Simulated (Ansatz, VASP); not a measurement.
Al in VASP and in Ansatz

POSCAR

```
Al
1.0
    0.0000000000      2.0203000000      2.0203000000
    2.0203000000      0.0000000000      2.0203000000
    2.0203000000      2.0203000000      0.0000000000
Al
1
Direct
    0.0000000000      0.0000000000      0.0000000000
```

Contents of INCAR.step1:

```
ALGO = Normal ; EDIFF = 1E-5
ENCUT = 550 ; GGA = PE
GGA_COMPAT = F ; ISMEAR = -1
LASPH = T ; LCHARG = F
LREAL = F ; LWAVE = T
NBANDS = 8 ; NELM = 120
PREC = Accurate ; SIGMA = 0.05
```

The input INCAR.step2:

```
ALGO = Normal ; EDIFF = 1E-6
ENCUT = 550 ; GGA_COMPAT = F
ISIF = 2 ; ISMEAR = -1
ISTART = 1 ; LASPH = T
LCHARG = F ; LMIXTAU = T
LREAL = F ; LWAVE = F
METAGGA = R2SCAN ; NBANDS = 8
NELM = 120 ; PREC = Accurate
SIGMA = 0.05
```

Contents of KPOINTS:

```
k-points
0
Gamma
  10 10 10
```

Input for Ansatz:

```yaml
crystal:
  lattice:
    - [0.0, 2.0203, 2.0203]
    - [2.0203, 0.0, 2.0203]
    - [2.0203, 2.0203, 0.0]
  atoms:
    - { symbol: Al, position: [0.0, 0.0, 0.0] }
hamiltonian:
  xc: r2scan
  pseudopotentials: { kind: paw }
basis:
  ecutwfc: 500
kpoints:
  mp_grid: { grid: [10, 10, 10] }
scf:
  occupations: { method: fermi_dirac, width: 0.05 }
  lower_state_search: "off"
  algorithm: density_mixing
  max_iter: 80
  mixing: { algorithm: broyden, ndim: 3, beta: 0.1, preconditioner: none }
output:
  forces: true
  stress: true
```

Alike in both runs: task single point; functional r2SCAN; k mesh 10 × 10 × 10; occupations fermi-dirac, width 0.05 eV; no spin polarisation.

```csv
,VASP,Ansatz
version,VASP 6.6.1,Ansatz 0.2.0
potentials or method,"VASP PAW PBE potentials, release 64 (Al), cutoff 550 eV","PAW, plane waves, scalar-relativistic"
valence electrons in the cell,3,3
```

```csv
,VASP,Ansatz,Ansatz less VASP
pressure (GPa),-3.8,-3.5,+0.29
```

VASP's potentials were made for PBE, not for r2SCAN.
